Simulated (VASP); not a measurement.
# LiCaLa (I-4m2) in VASP: single point with PBE

Aim: the single point of LiCaLa with PBE.

Everything below comes from runs of VASP 6.6.1. Logs are shortened: lines on timing, memory, paths and dates and some standing lists are left out, and cuts for length are marked.

### Step 1. The cell of the first run

It takes space group I-4m2 (No. 119, tetragonal). The conventional cell has a = 5.427 Å, b = 5.427 Å, c = 11.424 Å, α = 90.00°, β = 90.00°, γ = 90.00°. Within 5.0 Å of Li (site symmetry -4m2) lie 4 La at 3.84 Å and 4 Ca at 3.94 Å. Within 5.2 Å of Ca (site symmetry -4m2) lie 4 Li at 3.94 Å and 4 La at 3.94 Å. La (site symmetry -4m2) has 4 Li at 3.84 Å and 4 Ca at 3.94 Å within 5.0 Å.

### Step 2. Single point, PBE

Input file POSCAR:

```
LiCaLa
1.0
    0.0000000000      5.4269300000      0.0000000000
    5.4269300000      0.0000000000      0.0000000000
    2.7134650000      2.7134650000     -5.7122040000
Li Ca La
1 1 1
Direct
    0.0000000000      0.0000000000      0.0000000000
    0.2500000000      0.7500000000      0.5000000000
    0.5000000000      0.5000000000      0.0000000000
```

Input file INCAR.step1:

```
SYSTEM = LiCaLa
ALGO = Normal
EDIFF = 1E-6
ENCUT = 520
GGA = PE
ISIF = 2
ISMEAR = -1
LASPH = .True.
LCHARG = .True.
LMAXMIX = 6
LREAL = .False.
LWAVE = .False.
NBANDS = 19
NELM = 60
PREC = Accurate
SIGMA = 0.1
```

Input file KPOINTS.step1:

```
k-points
0
Gamma
  7 7 7
  0 0 0
```

Input file INCAR.step2:

```
SYSTEM = LiCaLa
ALGO = Normal
EDIFF = 1E-6
ENCUT = 520
GGA = PE
ICHARG = 11
ISIF = 2
ISMEAR = -5
LASPH = .True.
LCHARG = .False.
LMAXMIX = 6
LORBIT = 10
LREAL = .False.
LWAVE = .False.
NBANDS = 19
NEDOS = 1001
NELM = 60
PREC = Accurate
SIGMA = 0.1
```

Input file KPOINTS.step2:

```
k-points
0
Gamma
  11 11 11
  0 0 0
```

Potentials or basis: VASP PAW PBE potentials, release 64 (Li_sv, Ca_sv, La).

The run is started by

```console
> cat potpaw_PBE.64/Li_sv/POTCAR potpaw_PBE.64/Ca_sv/POTCAR potpaw_PBE.64/La/POTCAR > POTCAR
> cp INCAR.step1 INCAR
> cp KPOINTS.step1 KPOINTS
> mpirun -np 1 vasp_std > vasp.out
> cp INCAR.step2 INCAR
> cp KPOINTS.step2 KPOINTS
> mpirun -np 1 vasp_std > vasp.out
```

OUTCAR:

```text
SYSTEM = LiCaLa
   EDIFF = 1E-6
   ENCUT = 520
   GGA = PE
   ICHARG = 11
   ISIF = 2
   ISMEAR = -5
   LASPH = .True.
   LORBIT = 10
   LREAL = .False.
   NELM = 60
   PREC = Accurate

 ion  position               nearest neighbor table
   1  0.000  0.000  0.000-
   2  0.250  0.750  0.500-
   3  0.500  0.500  0.000-

  LATTYP: Found a body centered tetragonal cell.
 ALAT       =     5.4269300000
 C/A-ratio  =     2.1051327362

  Lattice vectors:

 A1 = (  -2.7134650000,   2.7134650000,   5.7122040000)
 A2 = (   2.7134650000,  -2.7134650000,   5.7122040000)
 A3 = (   2.7134650000,   2.7134650000,  -5.7122040000)

Analysis of symmetry for initial positions (statically):
=====================================================================
 Subroutine PRICEL returns:
 Original cell was already a primitive cell.

 Routine SETGRP: Setting up the symmetry group for a
 body centered tetragonal supercell.

 Subroutine GETGRP returns: Found  8 space group operations
 (whereof  8 operations were pure point group operations)
 out of a pool of 16 trial point group operations.

The static configuration has the point symmetry D_2d.

Analysis of symmetry for dynamics (positions and initial velocities):
=====================================================================
 Subroutine PRICEL returns:
 Original cell was already a primitive cell.

 Routine SETGRP: Setting up the symmetry group for a
 body centered tetragonal supercell.

 Subroutine GETGRP returns: Found  8 space group operations
 (whereof  8 operations were pure point group operations)
 out of a pool of 16 trial point group operations.

The dynamic configuration has the point symmetry D_2d.

 Subroutine INISYM returns: Found  8 space group operations
 (whereof  8 operations are pure point group operations),
 and found     1 'primitive' translations

----------------------------------------------------------------------------------------

                                     Primitive cell

  volume of cell :     168.2334

  direct lattice vectors                    reciprocal lattice vectors
     0.000000000  5.426930000  0.000000000     0.000000000  0.184266243  0.087531888
     5.426930000  0.000000000  0.000000000     0.184266243  0.000000000  0.087531888
     2.713465000  2.713465000 -5.712204000     0.000000000  0.000000000 -0.175063776

  length of vectors
     5.426930000  5.426930000  6.881501228     0.203999705  0.203999705  0.175063776

  position of ions in fractional coordinates (direct lattice)
     0.000000000  0.000000000  0.000000000
     0.250000000  0.750000000  0.500000000
     0.500000000  0.500000000  0.000000000

  ion indices of the primitive-cell ions
   primitive index   ion index
                 1           1
                 2           2
                 3           3

----------------------------------------------------------------------------------------

 KPOINTS: k-points

Automatic generation of k-mesh.
 Grid dimensions read from file:
 generate k-points for:   11   11   11

 Generating k-lattice:

  Cartesian coordinates                     Fractional coordinates (reciprocal lattice)
     0.000000000  0.016751477  0.007957444     0.090909091  0.000000000 -0.000000000
     0.016751477  0.000000000  0.007957444     0.000000000  0.090909091 -0.000000000
     0.000000000  0.000000000 -0.015914889     0.000000000  0.000000000  0.090909091

  Length of vectors
     0.018545428  0.018545428  0.015914889

  Shift w.r.t. Gamma in fractional coordinates (k-lattice)
     0.000000000  0.000000000  0.000000000

 TETIRR: Found   1709 inequivalent tetrahedra from     7986

 Subroutine IBZKPT returns following result:
 ===========================================

 Found    126 irreducible k-points:

 Following reciprocal coordinates:
            Coordinates               Weight
  0.000000  0.000000  0.000000      1.000000
  0.090909  0.000000 -0.000000      8.000000
  0.181818  0.000000  0.000000      8.000000
  0.272727  0.000000 -0.000000      8.000000
  0.363636  0.000000  0.000000      8.000000
  0.454545  0.000000  0.000000      8.000000
[... 16 lines left out ...]
 -0.272727  0.181818  0.000000     16.000000
 -0.181818  0.181818  0.000000      4.000000
 [... further k-points ...]
   k-points           NKPTS =    126   k-points in BZ     NKDIM =    126   number of bands    NBANDS=     19
   number of dos      NEDOS =   1001   number of ions     NIONS =      3
   total plane-waves  NPLWV =  86400
   dimension x,y,z NGX =    40 NGY =   40 NGZ =   54
   dimension x,y,z NGXF=    80 NGYF=   80 NGZF=  108
   ions per type =               1   1   1
   NGX,Y,Z   is equivalent  to a cutoff of  12.25, 12.25, 13.05 a.u.
   NGXF,Y,Z  is equivalent  to a cutoff of  24.51, 24.51, 26.09 a.u.
 SYSTEM =  LiCaLa
   PREC   = accura    normal or accurate (medium, high low for compatibility)
   ISTART =      0    job   : 0-new  1-cont  2-samecut
   ICHARG =     11    charge: 1-file 2-atom 10-const
   ISPIN  =      1    spin polarized calculation?
   LNONCOLLINEAR =      F non collinear calculations
   LSORBIT =      F    spin-orbit coupling
   LASPH  =      T    aspherical Exc in radial PAW
   ENCUT  =  520.0 eV  38.22 Ry    6.18 a.u.  10.09 10.09 12.80*2*pi/ulx,y,z
   NELM   =     60;   NELMIN=  2; NELMDL=  0     # of ELM steps
   EDIFF  = 0.1E-05   stopping-criterion for ELM
   LREAL  =      F    real-space projection
   EDIFFG = 0.1E-04   stopping-criterion for IOM
   NSW    =      0    number of steps for IOM
   IBRION =     -1    ionic relax: 0-MD 1-quasi-New 2-CG
   NFREE  =      0    steps in history (QN), initial steepest desc. (CG)
   ISIF   =      2    stress and relaxation
   ISYM   =      2    0-nonsym 1-usesym 2-fastsym
   POTIM  = 0.5000    time-step for ionic-motion
   TEBEG  =    0.0;   TEEND  =   0.0 temperature during run
   PSTRESS=    0.0 pullay stress
   NELECT =      24.0000    total number of electrons
   NUPDOWN=      -1.0000    fix difference up-down
   EMIN   =  10.00;   EMAX   =-10.00  energy-range for DOS
   EFERMI =   0.00;   METHOD = LEGACY
   ISMEAR =    -5;   SIGMA  =   0.10  broadening in eV -4-tet -1-fermi 0-gaus
   EFERMI_NEDOS =   21; number of points for ismear=-14 and -15
   IALGO  =     38    algorithm
   IMIX   =      4    mixing-type and parameters
     AMIX     =   0.40;   BMIX     =  1.00
     AMIX_MAG =   1.60;   BMIX_MAG =  1.00
  volume/ion in A,a.u.               =      56.08       378.43
  Fermi-wavevector in a.u.,A,eV,Ry     =   0.855410  1.616491  9.955750  0.731727
  Thomas-Fermi vector in A             =   1.972156
   LORBIT       =     10    0 simple, 1 ext, 2 COOP (PROOUT), +10 PAW based schemes
   GGA     = PE    functional components
   LHFCALC =     F    Hartree Fock is set to
   AEXX    =    0.0000 exact exchange contribution
   IVDW    =     0    specifies the selected vdW correction
   LEPSILON=     F    determine dielectric tensor
   LRPA    =     F    only Hartree local field effects (RPA)
 non-spin polarized calculation
 Fermi weights with tetrahedron method with Bloechl corrections
  energy-cutoff  :      520.00
  volume of cell :      168.23
 maximum number of plane-waves:      4553

 number of electron      24.0000005 magnetization

 Free energy of the ion-electron system (eV)
  ---------------------------------------------------
  ext. energy  EPLUGINS =         0.00000000
  ---------------------------------------------------
  free energy    TOTEN  =        -6.48133365 eV

  energy without entropy =       -6.48133365  energy(sigma->0) =       -6.48133365

 E-fermi :   1.3049     XC(G=0):  -6.6321

 val. band max:        1.3081527179   @ k =   0.1818   0.0000   0.0000
 cond. band min:       1.2890033581   @ k =   0.3636   0.2727   0.0909
 fundamental gap:     -0.0191493598
 Fermi energy:         1.3048917242

 k-point     1 :       0.0000    0.0000    0.0000
  band No.  band energies     occupation
      1     -45.6612      2.00000
      2     -41.2676      2.00000
      3     -32.8462      2.00000
      4     -22.2586      2.00000
      5     -22.2586      2.00000
      6     -22.1780      2.00000
[... 11 lines left out ...]
     18       1.8822      0.00000
     19       1.9246      0.00000

 k-point     2 :       0.0909    0.0000   -0.0000
  band No.  band energies     occupation
      1     -45.6612      2.00000
      2     -41.2676      2.00000
      3     -32.8462      2.00000
      4     -22.2587      2.00000
      5     -22.2586      2.00000
      6     -22.1780      2.00000
[... 11 lines left out ...]
     18       1.8925      0.00000
     19       1.9265      0.00000

 k-point     3 :       0.1818    0.0000    0.0000
  band No.  band energies     occupation
      1     -45.6612      2.00000
      2     -41.2675      2.00000
      3     -32.8461      2.00000
      4     -22.2589      2.00000
      5     -22.2585      2.00000
      6     -22.1779      2.00000
[... 11 lines left out ...]
     18       1.8814      0.00000
     19       1.9059      0.00000

 k-point     4 :       0.2727    0.0000   -0.0000
  band No.  band energies     occupation
      1     -45.6612      2.00000
      2     -41.2675      2.00000
      3     -32.8460      2.00000
      4     -22.2593      2.00000
      5     -22.2585      2.00000
      6     -22.1778      2.00000
[... 407 lines left out ...]
     18       1.8982      0.00000
     19       1.9253      0.00000

 k-point    23 :      -0.2727    0.1818    0.0000
  band No.  band energies     occupation
      1     -45.6612      2.00000
      2     -41.2675      2.00000
      3     -32.8459      2.00000
      4     -22.2593      2.00000
      5     -22.2589      2.00000
      6     -22.1779      2.00000
[... 11 lines left out ...]
     18       1.8978      0.00000
     19       1.9227      0.00000

 k-point    24 :      -0.1818    0.1818    0.0000
  band No.  band energies     occupation
      1     -45.6612      2.00000
      2     -41.2675      2.00000
      3     -32.8460      2.00000
      4     -22.2590      2.00000
      5     -22.2589      2.00000
      6     -22.1779      2.00000
[... 11 lines left out ...]
     18       1.8960      0.00000
     19       1.9200      0.00000

 [... further k-points ...]

------------------------ aborting loop because EDIFF is reached ----------------------------------------

  FORCE on cell =-STRESS in cart. coord.  units (eV):
  Direction    XX          YY          ZZ          XY          YZ          ZX
  --------------------------------------------------------------------------------------
  -------------------------------------------------------------------------------------
  Total       -5.0915990     -5.0915990     -2.9641177      0.0000000      0.0000000      0.0000000
  in kB      -48.4900496    -48.4900496    -28.2288954      0.0000000      0.0000000      0.0000000
  external PRESSURE =     -41.7363316 kB  Pullay stress =       0.0000000 kB

 VOLUME and BASIS-vectors are now :
 -----------------------------------------------------------------------------
  energy-cutoff  :      520.00
  volume of cell :      168.23
      direct lattice vectors                 reciprocal lattice vectors
     0.000000000  5.426930000  0.000000000     0.000000000  0.184266243  0.087531888
     5.426930000  0.000000000  0.000000000     0.184266243  0.000000000  0.087531888
     2.713465000  2.713465000 -5.712204000     0.000000000  0.000000000 -0.175063776

 POSITION                                       TOTAL-FORCE (eV/Angst)
 -----------------------------------------------------------------------------------
      0.00000      0.00000      0.00000         0.000000      0.000000      0.000000
      5.42693      2.71346     -2.85610         0.000000      0.000000      0.000000
      2.71346      2.71346      0.00000        -0.000000     -0.000000      0.000000
 -----------------------------------------------------------------------------------
    total drift:                                0.000001     -0.000001      0.000000

  FREE ENERGIE OF THE ION-ELECTRON SYSTEM (eV)
  ---------------------------------------------------
  free  energy   TOTEN  =        -6.4813336536 eV

  energy  without entropy=       -6.4813336536  energy(sigma->0) =       -6.48133365

 total charge

# of ion       s       p       d       f       tot
--------------------------------------------------
    1        2.028   0.024   0.000   0.000   2.051
    2        2.094   5.824   0.114   0.000   8.033
    3        2.044   5.599   0.645   0.050   8.337
--------------------------------------------------
tot          6.166  11.446   0.759   0.050  18.421
```

Wall time 8.7 min (1 thread of AMD EPYC 7R43 (Zen 3), shared host); peak memory 0.62 GiB.

Results:

| Property | Result |
| --- | --- |
| Valence electrons inside the program's atomic spheres | Li 2.05; Ca 8.03; La 8.34 |

Levels at points of the mesh, in eV from the Fermi level:
```
           k point  band 8  band 9  band 10  band 11  band 12  band 13  band 14  band 15  band 16  band 17
(0.00, 0.00, 0.00)  -17.74  -17.74    -2.89    -0.19     0.07     0.48     0.51     0.51     0.55     0.57
```

Caveat: the cutoff is under 1.25 times the usual one of these potentials, so pressure, stress and relaxed cells hold a basis-set (Pulay) error; spin-orbit coupling is left out, which moves the levels of the heavy elements; tetrahedron occupations give inexact forces and stress in metals.
